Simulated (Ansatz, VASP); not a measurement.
# One calculation of HfC, two programs

```
CELL_PARAMETERS angstrom
3.49116 0.00000 0.00000
-1.74558 3.02343 0.00000
0.00000 0.00000 5.43351
ATOMIC_POSITIONS crystal
Hf 0.66667 0.33333 0.75000
Hf 0.33333 0.66667 0.25000
C 0.00000 0.00000 0.00000
C 0.00000 0.00000 0.50000
```

Alike in both runs: task single point; functional r2SCAN; k mesh 15 × 15 × 8; occupations gaussian, width 0.1 eV; no spin polarisation.

```csv
,VASP,Ansatz
version,VASP 6.6.1,Ansatz 0.2.0
potentials or method,"VASP PAW PBE potentials, release 64 (Hf_pv, C), cutoff 520 eV","scalar-relativistic, plane waves, PAW"
valence electrons in the cell,28,60
```

Ansatz gave:

```
gap on the k mesh at the Fermi level (eV)                     : none
pressure (GPa)                                                : -26.0
traceless stress, the component that is largest in VASP (GPa) : 3.26
```

Problem. Estimate VASP's values.

Solution. gap on the k mesh at the Fermi level (eV): none; pressure (GPa): -27.1; traceless stress, the component that is largest in VASP (GPa): 3.28.

VASP's potentials were made for PBE, not for r2SCAN. A gap of «none» marks a metal or a gap that the smearing closes. VASP's potentials hold 28 valence electrons a cell and Ansatz's 60, so a difference there can come from the potentials and not from the codes.

Spin-orbit coupling is off throughout.
